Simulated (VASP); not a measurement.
# Au in VASP: further runs

Runs on Au. Level: LDA. Tasks: single point.

Program: VASP 6.6.1. These are calculated values, not measurements. Logs are shortened: lines on timing, memory, paths and dates and some standing lists are left out, and cuts for length are marked.

## 1. The cell of the first run

The cell holds a slab with vacuum, 2 atoms: a = 2.863 Å, b = 2.863 Å, c = 18.024 Å, α = 90.00°, β = 90.00°, γ = 90.00°.

## 2. Single point, LDA

The input, INCAR:

```
PREC = Accurate
ENCUT = 520
EDIFF = 1E-7
ISMEAR = -1
SIGMA = 0.08
LREAL = F
LASPH = T
NELM = 60
ALGO = Normal
ISIF = 2
LWAVE = F
LCHARG = F
LDIPOL = T
IDIPOL = 3
DIPOL = 0.5 0.5 0.500
GGA = CA
NBANDS = 18
```

The input, KPOINTS:

```
regular mesh
0
Gamma
  14 14 1
```

The input, POSCAR:

```
Au
1.0
    2.8625268927      0.0000000000      0.0000000000
    0.0000000000      2.8625268927      0.0000000000
    0.0000000000      0.0000000000     18.0241000000
Au
2
Direct
    0.2500000000      0.2500000000      0.4438498406
    0.7500000000      0.7500000000      0.5561501594
```

Potentials or basis: VASP PAW LDA potentials, release 64 (Au).

Launch:

```sh
$ cat potpaw_LDA.64/Au/POTCAR > POTCAR
$ mpirun -np 1 vasp_std > vasp.out
```

OUTCAR:

```text
PREC = Accurate
   ENCUT = 520
   EDIFF = 1E-7
   ISMEAR = -1
   LREAL = F
   LASPH = T
   NELM = 60
   ISIF = 2
   GGA = CA

 ion  position               nearest neighbor table
   1  0.250  0.250  0.444-   2 2.86   2 2.86   2 2.86   2 2.86
   2  0.750  0.750  0.556-   1 2.86   1 2.86   1 2.86   1 2.86

  LATTYP: Found a simple tetragonal cell.
 ALAT       =     2.8625268927
 C/A-ratio  =     6.2965696658

  Lattice vectors:

 A1 = (   2.8625268927,   0.0000000000,   0.0000000000)
 A2 = (   0.0000000000,   2.8625268927,   0.0000000000)
 A3 = (   0.0000000000,   0.0000000000,  18.0241000000)

Analysis of symmetry for initial positions (statically):
=====================================================================
 Subroutine PRICEL returns:
 Original cell was already a primitive cell.

 Routine SETGRP: Setting up the symmetry group for a
 simple tetragonal supercell.

 Subroutine GETGRP returns: Found 16 space group operations
 (whereof  4 operations were pure point group operations)
 out of a pool of 16 trial point group operations.

The static configuration has the point symmetry C_2h.
 The point group associated with its full space group is D_4h.

Analysis of symmetry for dynamics (positions and initial velocities):
=====================================================================
 Subroutine PRICEL returns:
 Original cell was already a primitive cell.

 Routine SETGRP: Setting up the symmetry group for a
 simple tetragonal supercell.

 Subroutine GETGRP returns: Found 16 space group operations
 (whereof  4 operations were pure point group operations)
 out of a pool of 16 trial point group operations.

The dynamic configuration has the point symmetry C_2h.
 The point group associated with its full space group is D_4h.

 Subroutine INISYM returns: Found 16 space group operations
 (whereof  4 operations are pure point group operations),
 and found     1 'primitive' translations

----------------------------------------------------------------------------------------

                                     Primitive cell

  volume of cell :     147.6906

  direct lattice vectors                    reciprocal lattice vectors
     2.862526893  0.000000000  0.000000000     0.349341696  0.000000000  0.000000000
     0.000000000  2.862526893  0.000000000     0.000000000  0.349341696  0.000000000
[... 87 lines left out ...]
   EDIFFG = 0.1E-05   stopping-criterion for IOM
   NSW    =      0    number of steps for IOM
   IBRION =     -1    ionic relax: 0-MD 1-quasi-New 2-CG
   NFREE  =      0    steps in history (QN), initial steepest desc. (CG)
   ISIF   =      2    stress and relaxation
   ISYM   =      2    0-nonsym 1-usesym 2-fastsym
   POTIM  = 0.5000    time-step for ionic-motion
   TEBEG  =    0.0;   TEEND  =   0.0 temperature during run
   PSTRESS=    0.0 pullay stress
   NELECT =      22.0000    total number of electrons
   NUPDOWN=      -1.0000    fix difference up-down
   EMIN   =  10.00;   EMAX   =-10.00  energy-range for DOS
   EFERMI =   0.00;   METHOD = LEGACY
   ISMEAR =    -1;   SIGMA  =   0.08  broadening in eV -4-tet -1-fermi 0-gaus
   EFERMI_NEDOS =   21; number of points for ismear=-14 and -15
   IALGO  =     38    algorithm
   IMIX   =      4    mixing-type and parameters
     AMIX     =   0.40;   BMIX     =  1.00
     AMIX_MAG =   1.60;   BMIX_MAG =  1.00
  volume/ion in A,a.u.               =      73.85       498.33
  Fermi-wavevector in a.u.,A,eV,Ry     =   0.867824  1.639949 10.246791  0.753118
  Thomas-Fermi vector in A             =   1.986413
   LORBIT       =      0    0 simple, 1 ext, 2 COOP (PROOUT), +10 PAW based schemes
   GGA     = CA    functional components
   LHFCALC =     F    Hartree Fock is set to
   AEXX    =    0.0000 exact exchange contribution
   IVDW    =     0    specifies the selected vdW correction
   LEPSILON=     F    determine dielectric tensor
   LRPA    =     F    only Hartree local field effects (RPA)
 non-spin polarized calculation
  energy-cutoff  :      520.00
  volume of cell :      147.69
 maximum number of plane-waves:      4013
 NGX is ok and might be reduce to    24
   NGX = 11   NGY = 11   NGZ = 67

 number of electron      22.0000004 magnetization

 dipolmoment           0.000000      0.000000     -0.000000 electrons x Angstroem

 Free energy of the ion-electron system (eV)
  ---------------------------------------------------
  ext. energy  EPLUGINS =         0.00000000
  ---------------------------------------------------
  free energy    TOTEN  =        -7.47046101 eV

  energy without entropy =       -7.45607648  energy(sigma->0) =       -7.46326874

 E-fermi :  -2.3767     XC(G=0):  -3.9935

 val. band max:       -2.5266704743   @ k =   0.2857   0.0000   0.0000
 cond. band min:      -2.3691062524   @ k =   0.2857   0.0714   0.0000
 fundamental gap:      0.1575642220
 Fermi energy:        -2.3767394404

 k-point     1 :       0.0000    0.0000    0.0000
  band No.  band energies     occupation
      1     -10.1596      2.00000
      2      -8.3437      2.00000
      3      -8.0655      2.00000
      4      -6.9630      2.00000
      5      -5.6080      2.00000
      6      -5.6080      2.00000
[... 481 lines left out ...]
      5      -5.9213      2.00000
      6      -5.7181      2.00000
[... 10 lines left out ...]
     17       6.7189      0.00000
     18       7.9687      0.00000

 [... further k-points ...]

------------------------ aborting loop because EDIFF is reached ----------------------------------------

 vacuum level on the upper side and lower side of the slab       (xc-potential included)        -0.009        -0.009

  FORCE on cell =-STRESS in cart. coord.  units (eV):
  Direction    XX          YY          ZZ          XY          YZ          ZX
  --------------------------------------------------------------------------------------
  -------------------------------------------------------------------------------------
  Total       -3.6645953     -3.6645953     -0.5402310      0.0000000      0.0000000      0.0000000
  in kB      -39.7542773    -39.7542773     -5.8605358      0.0000000      0.0000000      0.0000000
  external PRESSURE =     -28.4563634 kB  Pullay stress =       0.0000000 kB

 VOLUME and BASIS-vectors are now :
 -----------------------------------------------------------------------------
  energy-cutoff  :      520.00
  volume of cell :      147.69
      direct lattice vectors                 reciprocal lattice vectors
     2.862526893  0.000000000  0.000000000     0.349341696  0.000000000  0.000000000
     0.000000000  2.862526893  0.000000000     0.000000000  0.349341696  0.000000000
     0.000000000  0.000000000 18.024100000     0.000000000  0.000000000  0.055481272

 POSITION                                       TOTAL-FORCE (eV/Angst)
 -----------------------------------------------------------------------------------
      0.71563      0.71563      7.99999        -0.000000     -0.000000      0.254081
      2.14690      2.14690     10.02411         0.000000      0.000000     -0.254081
 -----------------------------------------------------------------------------------
    total drift:                                0.000000      0.000000      0.000000

  FREE ENERGIE OF THE ION-ELECTRON SYSTEM (eV)
  ---------------------------------------------------
  free  energy   TOTEN  =        -7.4704610095 eV

  energy  without entropy=       -7.4560764760  energy(sigma->0) =       -7.46326874

 vacuum level on the upper side and lower side of the slab         3.355         3.355
```

stdout:

```text
POSCAR found type information on POSCAR Au
 POSCAR found :  1 types and       2 ions
 scaLAPACK will be used
 LDA part: xc-table for (Slater(with rela. corr.)+CA(PZ))
 , standard interpolation
 POSCAR, INCAR and KPOINTS ok, starting setup
 FFT: planning ... GRIDC
 FFT: planning ... GRID_SOFT
 FFT: planning ... GRID
 WAVECAR not read
 entering main loop
```

Run time: 2.2 min. Hardware: 1 thread of Intel Xeon 8259CL, shared host; peak memory 0.25 GiB.

Results:

| Property | Result |
| --- | --- |
| Free energy | -7.4705 eV |
| Largest force | 0.254 eV/Å |
| Band gap on the k mesh | zero (bands 11 and 12 overlap by 5.26 eV) |

Forces on the atoms (eV/Å):
```
Au   0.000  0.000  0.254
Au   0.000  0.000 -0.254
```

Caveat: spin-orbit coupling is left out, which moves the levels of the heavy elements.

## 3. Single point, LDA

The input, INCAR:

```
SYSTEM = Au
ALGO = Normal
DIPOL = 0.5 0.5 0.500
EDIFF = 1E-6
ENCUT = 520
IDIPOL = 3
ISIF = 2
ISMEAR = -1
LASPH = .TRUE.
LCHARG = .FALSE.
LDIPOL = .TRUE.
LREAL = .FALSE.
LWAVE = .FALSE.
NBANDS = 18
NELM = 100
PREC = Accurate
SIGMA = 0.08
```

The input, KPOINTS:

```
k-points
0
G
  14 14 1
  0 0 0
```

The input, POSCAR:

```
Au
1.0
    2.8625268927      0.0000000000      0.0000000000
    0.0000000000      2.8625268927      0.0000000000
    0.0000000000      0.0000000000     18.0241000000
Au
2
Direct
    0.2500000000      0.2500000000      0.4454743263
    0.7500000000      0.7500000000      0.5545256737
```

Potentials or basis: VASP PAW LDA potentials, release 64 (Au).

Launch:

```sh
$ cat potpaw_LDA.64/Au/POTCAR > POTCAR
$ mpirun -np 1 vasp_std > vasp.out
```

OUTCAR:

```text
SYSTEM = Au
   EDIFF = 1E-6
   ENCUT = 520
   ISIF = 2
   ISMEAR = -1
   LASPH = .TRUE.
   LREAL = .FALSE.
   NELM = 100
   PREC = Accurate

 ion  position               nearest neighbor table
   1  0.250  0.250  0.445-   2 2.82   2 2.82   2 2.82   2 2.82
   2  0.750  0.750  0.555-   1 2.82   1 2.82   1 2.82   1 2.82

  LATTYP: Found a simple tetragonal cell.
 ALAT       =     2.8625268927
 C/A-ratio  =     6.2965696658

  Lattice vectors:

 A1 = (   2.8625268927,   0.0000000000,   0.0000000000)
 A2 = (   0.0000000000,   2.8625268927,   0.0000000000)
 A3 = (   0.0000000000,   0.0000000000,  18.0241000000)

Analysis of symmetry for initial positions (statically):
[... 696 lines left out ...]
  --------------------------------------------------------------------------------------
  -------------------------------------------------------------------------------------
  Total       -3.1265788     -3.1265788      0.0262689     -0.0000000      0.0000000      0.0000000
  in kB      -33.9177641    -33.9177641      0.2849704     -0.0000000      0.0000000      0.0000000
  external PRESSURE =     -22.5168526 kB  Pullay stress =       0.0000000 kB

 VOLUME and BASIS-vectors are now :
 -----------------------------------------------------------------------------
  energy-cutoff  :      520.00
  volume of cell :      147.69
      direct lattice vectors                 reciprocal lattice vectors
     2.862526893  0.000000000  0.000000000     0.349341696  0.000000000  0.000000000
     0.000000000  2.862526893  0.000000000     0.000000000  0.349341696  0.000000000
     0.000000000  0.000000000 18.024100000     0.000000000  0.000000000  0.055481272

 POSITION                                       TOTAL-FORCE (eV/Angst)
 -----------------------------------------------------------------------------------
      0.71563      0.71563      8.02927         0.000000      0.000000     -0.027359
      2.14690      2.14690      9.99483        -0.000000     -0.000000      0.027359
 -----------------------------------------------------------------------------------
    total drift:                                0.000000      0.000000     -0.000000

  FREE ENERGIE OF THE ION-ELECTRON SYSTEM (eV)
  ---------------------------------------------------
  free  energy   TOTEN  =        -7.4773703058 eV

  energy  without entropy=       -7.4631642522  energy(sigma->0) =       -7.47026728

 vacuum level on the upper side and lower side of the slab         3.357         3.357
```

stdout:

```text
POSCAR found type information on POSCAR Au
 POSCAR found :  1 types and       2 ions
 scaLAPACK will be used
 LDA part: xc-table for (Slater(with rela. corr.)+CA(PZ))
 , standard interpolation
 POSCAR, INCAR and KPOINTS ok, starting setup
 FFT: planning ... GRIDC
 FFT: planning ... GRID_SOFT
 FFT: planning ... GRID
 WAVECAR not read
 entering main loop
```

Run time: 2 min. Hardware: 1 thread of Intel Xeon 8259CL, shared host; peak memory 0.25 GiB.

Results:

* Free energy: -7.4774 eV
* Largest force: 0.027 eV/Å
* Band gap on the k mesh: zero (bands 11 and 12 overlap by 5.20 eV)

Forces on the atoms (eV/Å):
```
Au   0.000  0.000 -0.027
Au   0.000  0.000  0.027
```

Caveat: spin-orbit coupling is left out, which moves the levels of the heavy elements.

## 4. Single point, LDA

The input, INCAR:

```
PREC = Accurate ; ENCUT = 520
EDIFF = 1E-6 ; ISMEAR = -1
SIGMA = 0.08 ; LREAL = False
LASPH = True ; NELM = 80
ALGO = Normal ; ISIF = 2
LWAVE = False ; LCHARG = True
LDIPOL = True ; IDIPOL = 3
DIPOL = 0.5 0.5 0.500 ; GGA = CA
LELF = True ; LVHAR = True
LVACPOTAV = True ; EFIELD = -0.2
NBANDS = 18
```

The input, KPOINTS:

```
Automatic mesh
0
Gamma
  14 14 1
```

POSCAR is that of step 3.

Potentials or basis: VASP PAW LDA potentials, release 64 (Au).

Launch:

```sh
$ cat potpaw_LDA.64/Au/POTCAR > POTCAR
$ mpirun -np 1 vasp_std > vasp.out
```

OUTCAR:

```text
PREC = Accurate
   ENCUT = 520
   EDIFF = 1E-6
   ISMEAR = -1
   LREAL = False
   LASPH = True
   NELM = 80
   ISIF = 2
   GGA = CA

 ion  position               nearest neighbor table
   1  0.250  0.250  0.445-   2 2.82   2 2.82   2 2.82   2 2.82
   2  0.750  0.750  0.555-   1 2.82   1 2.82   1 2.82   1 2.82

  LATTYP: Found a simple tetragonal cell.
 ALAT       =     2.8625268927
 C/A-ratio  =     6.2965696658

  Lattice vectors:

 A1 = (   2.8625268927,   0.0000000000,   0.0000000000)
 A2 = (   0.0000000000,   2.8625268927,   0.0000000000)
 A3 = (   0.0000000000,   0.0000000000,  18.0241000000)

Analysis of symmetry for initial positions (statically):
=====================================================================
 Subroutine PRICEL returns:
 Original cell was already a primitive cell.

 Routine SETGRP: Setting up the symmetry group for a
 simple tetragonal supercell.

 Subroutine GETGRP returns: Found 16 space group operations
 (whereof  4 operations were pure point group operations)
 out of a pool of 16 trial point group operations.

The static configuration has the point symmetry C_2h.
 The point group associated with its full space group is D_4h.

Analysis of symmetry for dynamics (positions and initial velocities):
=====================================================================
 An external electric field (EFIELD) may reduce the allowed symmetry operations
 Subroutine PRICEL returns:
 Original cell was already a primitive cell.

 Routine SETGRP: Setting up the symmetry group for a
 simple tetragonal supercell.

 Subroutine GETGRP returns: Found  8 space group operations
 (whereof  2 operations were pure point group operations)
 out of a pool of 16 trial point group operations.

The dynamic configuration has the point symmetry C_1h.
 The point group associated with its full space group is C_4v.

 Subroutine INISYM returns: Found  8 space group operations
 (whereof  2 operations are pure point group operations),
 and found     1 'primitive' translations

[... 115 lines left out ...]
  volume/ion in A,a.u.               =      73.85       498.33
  Fermi-wavevector in a.u.,A,eV,Ry     =   0.867824  1.639949 10.246791  0.753118
  Thomas-Fermi vector in A             =   1.986413
   LORBIT       =      0    0 simple, 1 ext, 2 COOP (PROOUT), +10 PAW based schemes
   GGA     = CA    functional components
   LHFCALC =     F    Hartree Fock is set to
   AEXX    =    0.0000 exact exchange contribution
   IVDW    =     0    specifies the selected vdW correction
   LEPSILON=     F    determine dielectric tensor
   LRPA    =     F    only Hartree local field effects (RPA)
 non-spin polarized calculation
  energy-cutoff  :      520.00
  volume of cell :      147.69
 maximum number of plane-waves:      4013
 NGX is ok and might be reduce to    24
   NGX = 11   NGY = 11   NGZ = 67

 number of electron      22.0000004 magnetization

 dipolmoment           0.000000      0.000000     -0.043806 electrons x Angstroem

 Free energy of the ion-electron system (eV)
  ---------------------------------------------------
  ext. energy  EPLUGINS =         0.00000000
  ---------------------------------------------------
  free energy    TOTEN  =        -7.48177020 eV

  energy without entropy =       -7.46756301  energy(sigma->0) =       -7.47466660

 E-fermi :  -2.3394     XC(G=0):  -3.9663

 val. band max:       -2.3689519664   @ k =   0.4286   0.2143   0.0000
 cond. band min:      -2.2950544768   @ k =   0.2857   0.0714   0.0000
 fundamental gap:      0.0738974896
 Fermi energy:        -2.3393559176

 k-point     1 :       0.0000    0.0000    0.0000
  band No.  band energies     occupation
      1     -10.2887      2.00000
      2      -8.4214      2.00000
      3      -8.1803      2.00000
      4      -6.9281      2.00000
      5      -5.7276      2.00000
      6      -5.7276      2.00000
[... 481 lines left out ...]
      5      -5.9889      2.00000
      6      -5.7171      2.00000
[... 10 lines left out ...]
     17       6.6299      0.00000
     18       8.1043      0.00000

 [... further k-points ...]

------------------------ aborting loop because EDIFF is reached ----------------------------------------

  FORCE on cell =-STRESS in cart. coord.  units (eV):
  Direction    XX          YY          ZZ          XY          YZ          ZX
  --------------------------------------------------------------------------------------
  -------------------------------------------------------------------------------------
  Total       -3.1248180     -3.1248180      0.0191941      0.0000000      0.0000000      0.0000000
  in kB      -33.8986629    -33.8986629      0.2082211      0.0000000      0.0000000      0.0000000
  external PRESSURE =     -22.5297016 kB  Pullay stress =       0.0000000 kB

 VOLUME and BASIS-vectors are now :
 -----------------------------------------------------------------------------
  energy-cutoff  :      520.00
  volume of cell :      147.69
      direct lattice vectors                 reciprocal lattice vectors
     2.862526893  0.000000000  0.000000000     0.349341696  0.000000000  0.000000000
     0.000000000  2.862526893  0.000000000     0.000000000  0.349341696  0.000000000
     0.000000000  0.000000000 18.024100000     0.000000000  0.000000000  0.055481272

 POSITION                                       TOTAL-FORCE (eV/Angst)
 -----------------------------------------------------------------------------------
      0.71563      0.71563      8.02927        -0.000000     -0.000000     -0.028219
      2.14690      2.14690      9.99483         0.000000      0.000000      0.028219
 -----------------------------------------------------------------------------------
    total drift:                                0.000000      0.000000     -0.000245

  FREE ENERGIE OF THE ION-ELECTRON SYSTEM (eV)
  ---------------------------------------------------
  free  energy   TOTEN  =        -7.4817702039 eV

  energy  without entropy=       -7.4675630052  energy(sigma->0) =       -7.47466660
```

Run time: 2.1 min. Hardware: 1 thread of Intel Xeon 8259CL, shared host; peak memory 0.25 GiB.

Results:

- Free energy: -7.4818 eV
- Largest force: 0.028 eV/Å
- Band gap on the k mesh: zero (bands 11 and 12 overlap by 5.20 eV)

Forces in eV/Å, atoms in the order of the input:
```
Au   0.000  0.000 -0.028
Au   0.000  0.000  0.028
```

Levels at points of the mesh, in eV from the Fermi level:
| k point | band 8 | band 9 | band 10 | band 11 | band 12 | band 13 | band 14 | band 15 |
| --- | --- | --- | --- | --- | --- | --- | --- | --- |
| (0.00, 0.00, 0.00) | -2.22 | -1.72 | -1.60 | -1.60 | -1.49 | 1.74 | 5.07 | 5.91 |
| (0.50, 0.00, 0.00) | -2.57 | -1.76 | -1.76 | 0.59 | 0.60 | 3.17 | 3.23 | 8.42 |
| (0.50, 0.50, 0.00) | -1.98 | -0.91 | -0.90 | 3.65 | 3.65 | 6.15 | 6.18 | 8.23 |

Caveat: spin-orbit coupling is left out, which moves the levels of the heavy elements.

## 5. The runs side by side

| cell | electric field (eV/Å) | gap on the mesh (eV) | largest force (eV/Å) |
| --- | --- | --- | --- |
| as given, atomic positions A | - | none | 0.25 |
| as given, atomic positions B | - | none | 0.03 |
| as given, atomic positions B | -0.2 eV/Å | none | 0.03 |

Alike in all rows: task single point; level LDA; potentials or basis VASP PAW LDA potentials, release 64 (Au); no spin polarisation; k mesh 14 × 14 × 1; cutoff (eV) 520; smearing fermi-dirac 0.08 eV.

Caveats: spin-orbit coupling is left out, which moves the levels of the heavy elements.

Absolute energies hang on the potentials; compare differences alone.
